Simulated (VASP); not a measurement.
Input of a VASP 6.6.1 run:

INCAR

```
SYSTEM = AgCl
ALGO = Normal ; EDIFF = 1E-6
ENCUT = 500 ; GGA = PE
GGA_COMPAT = .FALSE. ; ISIF = 2
ISMEAR = 0 ; ISPIN = 2
LASPH = .TRUE. ; LCHARG = .FALSE.
LDAU = .TRUE. ; LDAUJ = 0 0
LDAUL = 2 -1 ; LDAUPRINT = 1
LDAUTYPE = 2 ; LDAUU = 4.8 0
LMAXMIX = 4 ; LORBIT = 11
LREAL = .FALSE. ; LWAVE = .FALSE.
MAGMOM = 2.14 1.98 ; NBANDS = 20
NELM = 200 ; NUPDOWN = 5.0
PREC = Accurate ; SIGMA = 0.1
```

File KPOINTS:

```
k-points
0
G
  2 2 2
  0 0 0
```

Contents of POSCAR:

```
AgCl
1.0
    3.4339730000      0.0000000000      0.0000000000
    0.0000000000      3.4339730000      0.0000000000
    0.0000000000      0.0000000000      3.4339730000
Ag Cl
1 1
Direct
    0.0000000000      0.0000000000      0.0000000000
    0.5000000000      0.5000000000      0.5000000000
```

Potentials or basis: VASP PAW PBE potentials, release 64 (Ag, Cl).

Launch:

```sh
$ cat potpaw_PBE.64/Ag/POTCAR potpaw_PBE.64/Cl/POTCAR > POTCAR
$ mpirun -np 1 vasp_std > vasp.out
```

Task: Estimate the pressure.

Result: 28.2 GPa.

Eigenvalues of the final occupation matrices:
```tsv
site	spin	trace	eigenvalues
site 1 d	1	4.81	0.96 0.96 0.96 0.96 0.96
site 1 d	2	3.90	0.66 0.66 0.86 0.86 0.86
```

Caveat: the k points lie up to 0.91 Å⁻¹ apart; the total moment is fixed, so each spin has its own Fermi level. The state reached can hang on the start; a lower one may exist.
